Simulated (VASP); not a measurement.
# MgTe (F-43m) in VASP: a series of runs

Runs on MgTe. Level: PBE. Tasks: G0W0 quasiparticle levels.

Program: VASP 6.6.1. These are calculated values, not measurements. Logs are shortened: lines on timing, memory, paths and dates and some standing lists are left out, and cuts for length are marked.

### 1 The cell of the first run

The structure is cubic, space group F-43m (No. 216). Conventional cell: a = 6.466 Å, b = 6.466 Å, c = 6.466 Å, α = 90.00°, β = 90.00°, γ = 90.00°. Mg (site symmetry -43m) has 4 Te at 2.80 Å within 3.7 Å. Within 3.7 Å of Te (site symmetry -43m) lie 4 Mg at 2.80 Å.

### 2 G0W0 quasiparticle levels, PBE

File POSCAR:

```
MgTe
1.0
    0.0000000000      3.2331115436      3.2331115436
    3.2331115436      0.0000000000      3.2331115436
    3.2331115436      3.2331115436      0.0000000000
Mg Te
1 1
Direct
    0.0000000000      0.0000000000      0.0000000000
    0.2500000000      0.2500000000      0.2500000000
```

File INCAR.step1:

```
PREC     = Accurate       # precision mode
ENCUT    = 500            # plane-wave cutoff, eV
EDIFF    = 1E-8           # SCF threshold, eV
ISMEAR   = 0              # smearing method
SIGMA    = 0.01           # smearing width, eV
LREAL    = False          # projectors in reciprocal space
LASPH    = True           # aspherical terms in the spheres
NELM     = 80             # most SCF steps
ALGO     = Normal         # electronic algorithm
LWAVE    = True           # write WAVECAR
LCHARG   = False          # write CHGCAR
GGA      = PE             # functional
```

File INCAR.step2:

```
PREC     = Accurate       # precision mode
ENCUT    = 500            # plane-wave cutoff, eV
EDIFF    = 1E-8           # SCF threshold, eV
ISMEAR   = 0              # smearing method
SIGMA    = 0.01           # smearing width, eV
LREAL    = False          # projectors in reciprocal space
LASPH    = True           # aspherical terms in the spheres
NELM     = 1              # most SCF steps
ALGO     = Exact          # electronic algorithm
LWAVE    = True           # write WAVECAR
LCHARG   = False          # write CHGCAR
GGA      = PE             # functional
NBANDS   = 64             # bands
LOPTICS  = True           # frequency-dependent dielectric function
ISTART   = 1
```

File INCAR.step3:

```
PREC     = Accurate       # precision mode
ENCUT    = 500            # plane-wave cutoff, eV
EDIFF    = 1E-8           # SCF threshold, eV
ISMEAR   = 0              # smearing method
SIGMA    = 0.01           # smearing width, eV
LREAL    = False          # projectors in reciprocal space
LASPH    = True           # aspherical terms in the spheres
ALGO     = EVGW0          # electronic algorithm
LWAVE    = False          # write WAVECAR
LCHARG   = False          # write CHGCAR
GGA      = PE             # functional
NELMGW   = 1            
NBANDS   = 64             # bands
ENCUTGW  = 80.0           # cutoff of the response function
NOMEGA   = 48             # frequency points
PRECFOCK = Fast         
ISTART   = 1            
NBANDSGW = 12
```

File KPOINTS:

```
Automatic mesh
0
Gamma
  2 2 2
```

Potentials or basis: VASP PAW PBE potentials, release 64 (Mg_GW, Te_GW).

Started as:

```
$ cat potpaw_PBE.64/Mg_GW/POTCAR potpaw_PBE.64/Te_GW/POTCAR > POTCAR
$ cp INCAR.step1 INCAR
$ mpirun -np 1 vasp_std > vasp.out
$ cp INCAR.step2 INCAR
$ mpirun -np 1 vasp_std > vasp.out
$ cp INCAR.step3 INCAR
$ mpirun -np 1 vasp_std > vasp.out
```

OUTCAR:

```text
PREC = Accurate
   ENCUT = 500
   EDIFF = 1E-8
   ISMEAR = 0
   LREAL = False
   LASPH = True
   GGA = PE
   NELMGW = 1
   ENCUTGW = 80.0
   PRECFOCK = Fast
   ISTART = 1

 ion  position               nearest neighbor table
   1  0.000  0.000  0.000-   2 2.80   2 2.80   2 2.80   2 2.80
   2  0.250  0.250  0.250-   1 2.80   1 2.80   1 2.80   1 2.80

  LATTYP: Found a face centered cubic cell.
 ALAT       =     6.4662230872

  Lattice vectors:

 A1 = (   0.0000000000,   3.2331115436,   3.2331115436)
 A2 = (   3.2331115436,   0.0000000000,   3.2331115436)
 A3 = (   3.2331115436,   3.2331115436,   0.0000000000)

Analysis of symmetry for initial positions (statically):
=====================================================================
 Subroutine PRICEL returns:
 Original cell was already a primitive cell.

 Routine SETGRP: Setting up the symmetry group for a
 face centered cubic supercell.

 Subroutine GETGRP returns: Found 24 space group operations
 (whereof 24 operations were pure point group operations)
 out of a pool of 48 trial point group operations.

The static configuration has the point symmetry T_d .

Analysis of symmetry for dynamics (positions and initial velocities):
=====================================================================
 Subroutine PRICEL returns:
 Original cell was already a primitive cell.

 Routine SETGRP: Setting up the symmetry group for a
 face centered cubic supercell.

 Subroutine GETGRP returns: Found 24 space group operations
 (whereof 24 operations were pure point group operations)
 out of a pool of 48 trial point group operations.

The dynamic configuration has the point symmetry T_d .

 Subroutine INISYM returns: Found 24 space group operations
 (whereof 24 operations are pure point group operations),
 and found     1 'primitive' translations

----------------------------------------------------------------------------------------

                                     Primitive cell

  volume of cell :      67.5915

  direct lattice vectors                    reciprocal lattice vectors
     0.000000000  3.233111544  3.233111544    -0.154649783  0.154649783  0.154649783
     3.233111544  0.000000000  3.233111544     0.154649783 -0.154649783  0.154649783
     3.233111544  3.233111544  0.000000000     0.154649783  0.154649783 -0.154649783

  length of vectors
     4.572310194  4.572310194  4.572310194     0.267861282  0.267861282  0.267861282

  position of ions in fractional coordinates (direct lattice)
     0.000000000  0.000000000  0.000000000
     0.250000000  0.250000000  0.250000000

  ion indices of the primitive-cell ions
   primitive index   ion index
                 1           1
                 2           2

----------------------------------------------------------------------------------------

 KPOINTS: Automatic mesh

Automatic generation of k-mesh.
 Grid dimensions read from file:
 generate k-points for:    2    2    2

 Generating k-lattice:

  Cartesian coordinates                     Fractional coordinates (reciprocal lattice)
    -0.077324892  0.077324892  0.077324892     0.500000000  0.000000000  0.000000000
     0.077324892 -0.077324892  0.077324892     0.000000000  0.500000000  0.000000000
     0.077324892  0.077324892 -0.077324892     0.000000000  0.000000000  0.500000000

  Length of vectors
     0.133930641  0.133930641  0.133930641

  Shift w.r.t. Gamma in fractional coordinates (k-lattice)
     0.000000000  0.000000000  0.000000000

 Subroutine IBZKPT returns following result:
 ===========================================

 Found      3 irreducible k-points:

 Following reciprocal coordinates:
            Coordinates               Weight
  0.000000  0.000000  0.000000      1.000000
  0.500000  0.000000  0.000000      4.000000
  0.500000  0.500000  0.000000      3.000000
   k-points           NKPTS =      3   k-points in BZ     NKDIM =      8   number of bands    NBANDS=     64
   number of dos      NEDOS =    301   number of ions     NIONS =      2
   total plane-waves  NPLWV =  46656
   dimension x,y,z NGX =    36 NGY =   36 NGZ =   36
   dimension x,y,z NGXF=    72 NGYF=   72 NGZF=   72
   ions per type =               1   1
   NGX,Y,Z   is equivalent  to a cutoff of  13.09, 13.09, 13.09 a.u.
   NGXF,Y,Z  is equivalent  to a cutoff of  26.18, 26.18, 26.18 a.u.
 SYSTEM =  unknown system
   PREC   = accura    normal or accurate (medium, high low for compatibility)
   ISTART =      1    job   : 0-new  1-cont  2-samecut
   ICHARG =      0    charge: 1-file 2-atom 10-const
   ISPIN  =      1    spin polarized calculation?
   LNONCOLLINEAR =      F non collinear calculations
   LSORBIT =      F    spin-orbit coupling
   LASPH  =      T    aspherical Exc in radial PAW
   ENCUT  =  500.0 eV  36.75 Ry    6.06 a.u.   8.34  8.34  8.34*2*pi/ulx,y,z
   NELM   =     60;   NELMIN=  2; NELMDL=  0     # of ELM steps
   EDIFF  = 0.1E-07   stopping-criterion for ELM
   LREAL  =      F    real-space projection
   EDIFFG = 0.1E-06   stopping-criterion for IOM
   NSW    =      0    number of steps for IOM
   IBRION =     -1    ionic relax: 0-MD 1-quasi-New 2-CG
   NFREE  =      0    steps in history (QN), initial steepest desc. (CG)
   ISIF   =      0    stress and relaxation
   ISYM   =      3    0-nonsym 1-usesym 2-fastsym
   POTIM  = 0.5000    time-step for ionic-motion
   TEBEG  =    0.0;   TEEND  =   0.0 temperature during run
   PSTRESS=    0.0 pullay stress
   NELECT =       8.0000    total number of electrons
   NUPDOWN=      -1.0000    fix difference up-down
   EMIN   =  10.00;   EMAX   =-10.00  energy-range for DOS
   EFERMI =   0.00;   METHOD = LEGACY
   ISMEAR =     0;   SIGMA  =   0.01  broadening in eV -4-tet -1-fermi 0-gaus
   EFERMI_NEDOS =   21; number of points for ismear=-14 and -15
   IALGO  =     38    algorithm
   IMIX   =      4    mixing-type and parameters
     AMIX     =   0.40;   BMIX     =  1.00
     AMIX_MAG =   1.60;   BMIX_MAG =  1.00
  volume/ion in A,a.u.               =      33.80       228.06
  Fermi-wavevector in a.u.,A,eV,Ry     =   0.803787  1.518937  8.790357  0.646073
  Thomas-Fermi vector in A             =   1.911720
   LORBIT       =      0    0 simple, 1 ext, 2 COOP (PROOUT), +10 PAW based schemes
   GGA     = PE    functional components
   LHFCALC =     T    Hartree Fock is set to
   PRECFOCK=fast      Normal, Fast or Accurate (Low or Medium for compatibility)
   ENCUT4O =  -1.0   cutoff for four orbital integrals eV
   NKREDX  =     1    reduce k-point grid by
   NKREDY  =     1    reduce k-point grid by
   NKREDZ  =     1    reduce k-point grid by
   AEXX    =    1.0000 exact exchange contribution
   HFSCREEN=    0.0000 screening length (either q_TF or 0.3 A-1)
   HFSCREENC=   0.0000 screening length for correlation (either q_TF or 0.3 A-1)
   ENCUTFOCK=  -1.0 apply spherical cutoff to Coloumb kernel
   IVDW    =     0    specifies the selected vdW correction
   LEPSILON=     F    determine dielectric tensor
   LRPA    =     F    only Hartree local field effects (RPA)
   LRPAFORCE           =     F    calculate RPA forces
   ENCUTGW             =  80.0    cutoff for response function in eV
   ENCUTGWSOFT         =  64.0    soft cutoff for Coulomb kernel in GW response function in eV
   ENCUTLF             =  -1.0    cutoff for local field effects
   NELMGW              =     1    number of iterations in solving QP/BSE equation
   NELMHF              =     1    number of iterations in the inner HF iteration
   NKREDLFX            =     1    NKREDLFY  =   1   NKREDLFZ  =   1
 non-spin polarized calculation
 Gauss-broadening in eV      SIGMA  =   0.01
  energy-cutoff  :      500.00
  volume of cell :       67.59
 maximum number of plane-waves:      1724
 NGX is ok and might be reduce to    36
  NGX = 18; NGY = 18; NGZ = 18
   NGX = 17   NGY = 17   NGZ = 17
 maximum number of plane-waves:       116
 NGX is ok and might be reduce to    14

 QP shifts <psi_nk| G(iteration)W_0 |psi_nk>: iteration 1
 for sc-GW calculations column KS-energies equals QP-energies in previous step
 and V_xc(KS)=  KS-energies - (<T + V_ion + V_H > + <T+V_H+V_ion>^1  + <V_x>^1)

 k-point   1 :       0.0000    0.0000    0.0000
  band No.  KS-energies  QP-energies   sigma(KS)   V_xc(KS)     V^pw_x(r,r')   Z            occupation Imag(sigma)

      1      -8.0201      -8.4295     -11.3561     -10.7169     -17.0767       0.6405       2.0000       0.9362
      2       2.1073       1.5343     -11.2739     -10.5170     -13.4770       0.7570       2.0000       0.0708
      3       2.1073       1.5343     -11.2739     -10.5170     -13.4770       0.7570       2.0000       0.0708
      4       2.1073       1.5343     -11.2739     -10.5170     -13.4770       0.7570       2.0000       0.0708
      5       4.4492       4.9214      -7.0158      -7.6163      -3.1731       0.7863       0.0000      -0.1131
      6       7.4054       7.7609      -7.1445      -7.6155      -3.0952       0.7548       0.0000      -0.1060
      7       7.4054       7.7609      -7.1445      -7.6155      -3.0952       0.7548       0.0000      -0.1060
      8       7.4054       7.7609      -7.1445      -7.6155      -3.0952       0.7548       0.0000      -0.1060
      9      10.5880      11.0131      -7.3137      -7.8779      -3.0167       0.7535       0.0000      -0.1415
     10      10.5880      11.0131      -7.3137      -7.8779      -3.0167       0.7535       0.0000      -0.1415
     11      10.7087      10.6859      -6.3245      -6.2929      -1.4889       0.7232       0.0000      -0.2745
     12      12.3345      12.2569      -6.3404      -6.2446      -1.4649       0.8099       0.0000      -0.4956

 k-point   2 :       0.5000    0.0000    0.0000
  band No.  KS-energies  QP-energies   sigma(KS)   V_xc(KS)     V^pw_x(r,r')   Z            occupation Imag(sigma)

      1      -7.4088      -7.9509     -11.9437     -11.1871     -17.2686       0.7165       2.0000       0.9049
      2      -1.1821      -2.0571      -9.8296      -8.6640     -12.1846       0.7507       2.0000       0.1234
      3       1.6757       1.0490     -11.0936     -10.2696     -13.2966       0.7606       2.0000       0.0675
      4       1.6757       1.0490     -11.0936     -10.2696     -13.2966       0.7606       2.0000       0.0675
      5       5.1943       5.5777      -6.9829      -7.4853      -3.1507       0.7632       0.0000      -0.0895
      6       7.4787       7.7360      -6.9020      -7.2413      -2.8687       0.7584       0.0000      -0.1077
      7       7.4787       7.7360      -6.9020      -7.2413      -2.8687       0.7584       0.0000      -0.1077
      8       9.4112       9.2490      -6.5135      -6.2937      -2.0679       0.7379       0.0000      -0.2128
      9      11.7878      11.9339      -7.3320      -7.5214      -2.5857       0.7713       0.0000      -0.4190
     10      12.6591      12.9126      -7.0456      -7.3866      -2.0212       0.7435       0.0000      -0.4971
     11      12.6591      12.9126      -7.0456      -7.3866      -2.0212       0.7435       0.0000      -0.4971
     12      12.8409      13.3668      -7.7225      -8.4311      -3.1844       0.7421       0.0000      -0.1997

 k-point   3 :       0.5000    0.5000    0.0000
  band No.  KS-energies  QP-energies   sigma(KS)   V_xc(KS)     V^pw_x(r,r')   Z            occupation Imag(sigma)

      1      -7.1990      -7.7440     -12.0795     -11.3536     -17.3351       0.7508       2.0000       0.9236
      2      -1.0154      -1.8453     -10.0042      -8.8961     -12.3819       0.7489       2.0000       0.1217
      3       0.8933       0.1699     -10.6838      -9.7321     -12.8966       0.7601       2.0000       0.0824
      4       0.8933       0.1699     -10.6838      -9.7321     -12.8966       0.7601       2.0000       0.0824
      5       4.8382       4.8301      -6.2542      -6.2438      -2.5032       0.7803       0.0000      -0.0937
      6       5.5068       5.7686      -6.9349      -7.2833      -3.1642       0.7517       0.0000      -0.0811
      7      11.6079      11.9026      -7.4789      -7.8662      -2.5234       0.7610       0.0000      -0.4410
      8      11.6079      11.9026      -7.4789      -7.8662      -2.5234       0.7610       0.0000      -0.4410
      9      11.9507      12.3065      -8.0392      -8.4834      -3.3666       0.8011       0.0000      -0.4470
     10      13.4038      14.0346      -7.9672      -8.8131      -3.3598       0.7457       0.0000      -0.2259
     11      13.4038      14.0346      -7.9672      -8.8131      -3.3598       0.7457       0.0000      -0.2259
     12      13.8292      14.1900      -7.0056      -7.4795      -1.8174       0.7614       0.0000      -0.5748
```

Run time: 38 s. Hardware: 1 thread of Intel Xeon Platinum 8559C (Emerald Rapids), shared host; peak memory 0.47 GiB.

Results:

```
Band gap on the k mesh, mean-field level : 2.34 eV, direct
Quasiparticle gap                        : 3.30 eV
Least direct quasiparticle gap           : 3.39 eV
```

Caveat: the k points lie up to 0.84 Å⁻¹ apart; bands, screening cutoff and mesh are small and nothing is extrapolated, so the quasiparticle values aren't converged; spin-orbit coupling is left out, which moves the levels of the heavy elements.

### 3 G0W0 quasiparticle levels, PBE

POSCAR is that of step 2.

File INCAR.step1:

```
PREC = Accurate
ENCUT = 500
EDIFF = 1E-8
ISMEAR = 0
SIGMA = 0.01
LREAL = F
LASPH = T
NELM = 80
ALGO = Normal
LWAVE = T
LCHARG = F
GGA = PE
```

File INCAR.step2:

```
PREC = Accurate
ENCUT = 500
EDIFF = 1E-8
ISMEAR = 0
SIGMA = 0.01
LREAL = F
LASPH = T
NELM = 1
ALGO = Exact
LWAVE = T
LCHARG = F
GGA = PE
NBANDS = 124
LOPTICS = T
ISTART = 1
```

File INCAR.step3:

```
PREC = Accurate
ENCUT = 500
EDIFF = 1E-8
ISMEAR = 0
SIGMA = 0.01
LREAL = F
LASPH = T
ALGO = EVGW0
LWAVE = F
LCHARG = F
GGA = PE
NELMGW = 1
NBANDS = 124
ENCUTGW = 150.0
NOMEGA = 48
PRECFOCK = Fast
ISTART = 1
NBANDSGW = 12
```

KPOINTS is that of step 2.

Potentials or basis: VASP PAW PBE potentials, release 64 (Mg_GW, Te_GW).

Started as:

```
$ cat potpaw_PBE.64/Mg_GW/POTCAR potpaw_PBE.64/Te_GW/POTCAR > POTCAR
$ cp INCAR.step1 INCAR
$ mpirun -np 1 vasp_std > vasp.out
$ cp INCAR.step2 INCAR
$ mpirun -np 1 vasp_std > vasp.out
$ cp INCAR.step3 INCAR
$ mpirun -np 1 vasp_std > vasp.out
```

OUTCAR:

```text
PREC = Accurate
   ENCUT = 500
   EDIFF = 1E-8
   ISMEAR = 0
   LREAL = F
   LASPH = T
   GGA = PE
   NELMGW = 1
   ENCUTGW = 150.0
   PRECFOCK = Fast
   ISTART = 1

 ion  position               nearest neighbor table
   1  0.000  0.000  0.000-   2 2.80   2 2.80   2 2.80   2 2.80
   2  0.250  0.250  0.250-   1 2.80   1 2.80   1 2.80   1 2.80
[... 178 lines left out ...]
      2       2.1073       1.2951     -11.5908     -10.5170     -13.4770       0.7564       2.0000       0.0538
      3       2.1073       1.2951     -11.5908     -10.5170     -13.4770       0.7564       2.0000       0.0538
      4       2.1073       1.2951     -11.5908     -10.5170     -13.4770       0.7564       2.0000       0.0538
      5       4.4492       4.7949      -7.1758      -7.6163      -3.1731       0.7848       0.0000      -0.1085
      6       7.4054       7.6483      -7.2930      -7.6155      -3.0952       0.7534       0.0000      -0.1054
      7       7.4054       7.6483      -7.2930      -7.6155      -3.0952       0.7534       0.0000      -0.1054
      8       7.4054       7.6483      -7.2930      -7.6155      -3.0952       0.7534       0.0000      -0.1054
      9      10.5880      10.8778      -7.4922      -7.8779      -3.0167       0.7514       0.0000      -0.1412
     10      10.5880      10.8778      -7.4922      -7.8779      -3.0167       0.7514       0.0000      -0.1412
     11      10.7087      10.6070      -6.4338      -6.2929      -1.4889       0.7223       0.0000      -0.2734
     12      12.3345      12.1557      -6.4656      -6.2446      -1.4649       0.8088       0.0000      -0.4941
[... 20 lines left out ...]
      1      -7.1990      -7.9964     -12.4146     -11.3536     -17.3351       0.7515       2.0000       0.9068
      2      -1.0154      -1.9912     -10.2029      -8.8961     -12.3819       0.7467       2.0000       0.1121
      3       0.8933      -0.0275     -10.9469      -9.7321     -12.8966       0.7580       2.0000       0.0677
      4       0.8933      -0.0275     -10.9469      -9.7321     -12.8966       0.7580       2.0000       0.0677
      5       4.8382       4.7531      -6.3529      -6.2438      -2.5032       0.7796       0.0000      -0.0918
      6       5.5068       5.6694      -7.0664      -7.2833      -3.1642       0.7503       0.0000      -0.0787
      7      11.6079      11.7449      -7.6858      -7.8662      -2.5234       0.7593       0.0000      -0.4401
      8      11.6079      11.7449      -7.6858      -7.8662      -2.5234       0.7593       0.0000      -0.4401
      9      11.9507      12.0831      -8.3178      -8.4834      -3.3666       0.7998       0.0000      -0.4468
     10      13.4038      13.8383      -8.2287      -8.8131      -3.3598       0.7436       0.0000      -0.2232
     11      13.4038      13.8383      -8.2287      -8.8131      -3.3598       0.7436       0.0000      -0.2232
     12      13.8292      14.0599      -7.1763      -7.4795      -1.8174       0.7611       0.0000      -0.5733
```

It took 1.8 min on 1 thread of Intel Xeon 8259CL, shared host; peak memory 0.48 GiB.

Results:

* Band gap on the k mesh, mean-field level: 2.34 eV, direct
* Quasiparticle gap: 3.46 eV
* Least direct quasiparticle gap: 3.50 eV

Caveat: the k points lie up to 0.84 Å⁻¹ apart; bands, screening cutoff and mesh are small and nothing is extrapolated, so the quasiparticle values aren't converged; spin-orbit coupling is left out, which moves the levels of the heavy elements. A k mesh can miss the band edges.
